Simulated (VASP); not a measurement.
Input of a VASP 6.6.1 run:

Contents of INCAR:

```
SYSTEM = C
PREC = Accurate
ENCUT = 600
EDIFF = 1E-6
ISMEAR = 0
SIGMA = 0.02
LREAL = .FALSE.
LASPH = .TRUE.
NELM = 80
ALGO = Normal
ISIF = 3
LWAVE = .FALSE.
LCHARG = .FALSE.
GGA = PE
IBRION = 2
NSW = 100
EDIFFG = -0.01
```

The input KPOINTS:

```
Automatic mesh
0
G
  12 12 12
  0 0 0
```

File POSCAR:

```
C
1.0
    0.0000000000      1.7857138613      1.7857138613
    1.7857138613      0.0000000000      1.7857138613
    1.7857138613      1.7857138613      0.0000000000
C
2
Direct
    0.0000000000      0.0000000000      0.0000000000
    0.2500000000      0.2500000000      0.2500000000
```

Potentials or basis: VASP PAW PBE potentials, release 64 (C).

Launch:

```sh
$ cat potpaw_PBE.64/C/POTCAR > POTCAR
$ mpirun -np 1 vasp_std > vasp.out
```

(1) Predict the band gap on the k mesh.

## Answers

(1) 4.14 eV, indirect (least direct gap 5.58 eV).

Caveat: the relaxation stopped at its first step, so nothing moved.
